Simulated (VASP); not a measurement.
Write the native input for VASP 6.6.1 that does the following.

- Task: single point
- Functional: LDA
- Potentials or basis: VASP PAW LDA potentials, release 64 (Ge_d)
- Cutoff: 520 eV
- k mesh: 6 × 6 × 2
- Occupations: fermi-dirac, width 0.05 eV
- Spin: no spin polarisation
- Dipole correction: no
- Further INCAR settings: ALGO = Normal; EDIFF = 1e-07; NBANDS = 36

The structure of Ge lies in POSCAR:

```
Ge
1.0
    3.9677200192      0.0000000000      0.0000000000
   -1.9838600096      3.4361463317      0.0000000000
    0.0000000000      0.0000000000     10.7689417645
Ge
4
Direct
    0.6666666667      0.3333333333      0.4148480000
    0.3333333333      0.6666666667      0.9148480000
    0.0000000000      0.0000000000      0.4774520000
    0.0000000000      0.0000000000      0.9774520000
```

These files were run (other wordings do the same):

INCAR

```
SYSTEM = Ge
PREC = Accurate
ENCUT = 520
EDIFF = 1E-7
ISMEAR = -1
SIGMA = 0.05
LREAL = .FALSE.
LASPH = .TRUE.
NELM = 80
ALGO = Normal
ISIF = 2
LWAVE = .FALSE.
LCHARG = .FALSE.
NBANDS = 36
```

KPOINTS

```
Automatic mesh
0
G
  6 6 2
  0 0 0
```

Potentials or basis: VASP PAW LDA potentials, release 64 (Ge_d).

Command:

```bash
$ cat potpaw_LDA.64/Ge_d/POTCAR > POTCAR
$ mpirun -np 1 vasp_std > vasp.out
```

It gave:

```
Pressure               : -0.7 GPa
Largest force          : 0.110 eV/Å
Band gap on the k mesh : zero (filled and empty bands touch)
```

It took 63 s on 1 thread of Intel(R) Xeon(R) Platinum 8259CL CPU @ 2.50GHz (Skylake/Cascade Lake), on a shared host, peak memory 0.22 GiB.
